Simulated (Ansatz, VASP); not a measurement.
# Te: VASP beside Ansatz

```
Te
1.0
     4.60135    0.00000    0.00000
    -2.30068    3.98489    0.00000
     0.00000    0.00000    5.90006
Te
3
Cartesian
  1.1812 0.0000 1.9667
  -0.5906 1.0229 3.9334
  1.7101 2.9620 0.0000
```

Alike in both runs: task relaxation of cell and atoms; functional PBE; k mesh 9 × 9 × 6; occupations gaussian, width 0.02 eV; no spin polarisation.

|  | VASP | Ansatz |
| --- | --- | --- |
| version | VASP 6.6.1 | Ansatz 0.2.0 |
| potentials or method | VASP PAW PBE potentials, release 64 (Te), cutoff 600 eV | scalar-relativistic, plane waves, PAW |
| valence electrons in the cell | 18 | 48 |

|  | VASP | Ansatz | Ansatz less VASP |
| --- | --- | --- | --- |
| gap on the k mesh at the Fermi level, each at its own relaxed structure (eV) | 0.21 | 0.24 | +0.035 |
| relaxed volume (Å³/atom) | 35.03 | 35.15 | +0.119 |
| relaxed length of the cell vector where the two differ most in proportion (Å) | 4.514 | 4.524 | +0.0100 |

VASP's potentials hold 18 valence electrons a cell and Ansatz's 48, so a difference there can come from the potentials and not from the codes.

Neither program's run includes spin-orbit coupling.
